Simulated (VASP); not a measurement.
Crystal: Br.

```
CELL_PARAMETERS angstrom
5.24409 0.00000 0.00000
-2.62204 4.54151 0.00000
0.00000 0.00000 3.11204
ATOMIC_POSITIONS crystal
Br 0.00000 0.00000 0.00000
Br 0.33333 0.66667 0.50000
Br 0.66667 0.33333 0.50000
```

```yaml
Program: VASP 6.6.1
Task: relaxation of cell and atoms
Functional: PBEsol
Potentials_or_basis: VASP PAW PBE potentials, release 64 (Br)
Cutoff: 600 eV
k_mesh: 6 × 6 × 6
Occupations: gaussian, width 0.1 eV
Spin: no spin polarisation
```

At the start: pressure -0.4 GPa; volume 24.71 Å³/atom.

Q: Where does the relaxation end?

A: Over 26 steps the energy falls by 352.2 meV/atom and the volume is 34.53 Å³/atom (+39.8 %); space group P6/mmm (No. 191, to 0.1 Å) before and after.

The path:
```csv
step,energy change (eV),largest force (eV/Å),pressure (GPa),volume (Å³)
1,0.0000,0.0000,-0.42,74.12
2,-0.0194,0.0000,-0.02,73.42
3,-0.1147,0.0000,1.58,71.25
4,-0.1390,0.0000,7.61,66.54
5,-0.1405,0.0000,7.68,66.51
6,-0.1453,0.0000,7.87,66.44
7,-0.1557,0.0000,8.28,66.28
8,-0.1745,0.0000,9.25,65.95
9,-0.1775,0.0000,11.84,65.24
10,-0.1842,0.0000,10.64,65.54
11,-0.2040,0.0000,10.65,65.74
12,-0.2581,0.0000,10.80,66.32
13,-0.3337,0.0000,11.57,67.43
14,-0.2436,0.0000,15.32,69.50
15,-0.3451,0.0000,12.30,68.04
16,-0.4443,0.0000,10.74,69.57
17,-0.6799,0.0000,6.87,74.30
18,-0.9336,0.0000,1.72,84.34
19,-0.9267,0.0000,-2.65,106.90
20,-0.9867,0.0000,-1.42,96.89
21,-0.9907,0.0000,-0.95,94.23
22,-1.0247,0.0000,-0.49,95.83
23,-1.0488,0.0000,0.46,98.35
24,-1.0490,0.0000,0.60,98.65
25,-1.0519,0.0000,0.45,99.87
26,-1.0567,0.0000,0.06,103.59
```

Final structure:
```
Br
1.0
     6.94054    0.00000    0.00000
    -3.47027    6.01069    0.00000
     0.00000    0.00000    2.48308
Br
3
Cartesian
  0.0000 0.0000 0.0000
  0.0000 4.0071 1.2415
  3.4703 2.0036 1.2415
```

Caveat: the volume moved by over 15 % at a fixed basis, so the end points are rough; the PAW data sets were made with another functional, which shifts forces and pressure a little; an odd number of electrons without spin polarisation forces a metal; a magnetic or distorted state may lie lower.
